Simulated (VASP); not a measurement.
A run of VASP 6.6.1:

File INCAR:

```
PREC = Accurate
ENCUT = 600
EDIFF = 1E-6
ISMEAR = -1
SIGMA = 0.1
LREAL = False
LASPH = True
NELM = 80
ALGO = Normal
ISIF = 3
LWAVE = False
LCHARG = False
GGA = CA
IBRION = 2
NSW = 32
EDIFFG = -0.005
PSTRESS = 95.0
```

File KPOINTS:

```
Automatic mesh
0
Gamma
  14 14 8
```

POSCAR

```
Hg
1.0
    3.0118511465      0.0000000000      0.0000000000
   -1.5059255733      2.6083396052      0.0000000000
    0.0000000000      0.0000000000      4.9773035231
Hg
2
Direct
    0.3333333333      0.6666666667      0.2500000000
    0.6666666667      0.3333333333      0.7500000000
```

Potentials or basis: VASP PAW LDA potentials, release 64 (Hg).

Command:

```sh
$ cat potpaw_LDA.64/Hg/POTCAR > POTCAR
$ mpirun -np 1 vasp_std > vasp.out
```

Hardware: 1 thread of Intel(R) Xeon(R) 6975P-C (Granite Rapids) (shared host).

Task: Estimate the wall time of this run.

Result: Run time: 2.1 min on 1 thread of Intel(R) Xeon(R) 6975P-C (Granite Rapids), with other jobs on the host, peak memory 0.21 GiB. Counts: scf iterations 29, k points 120, ion steps 4.
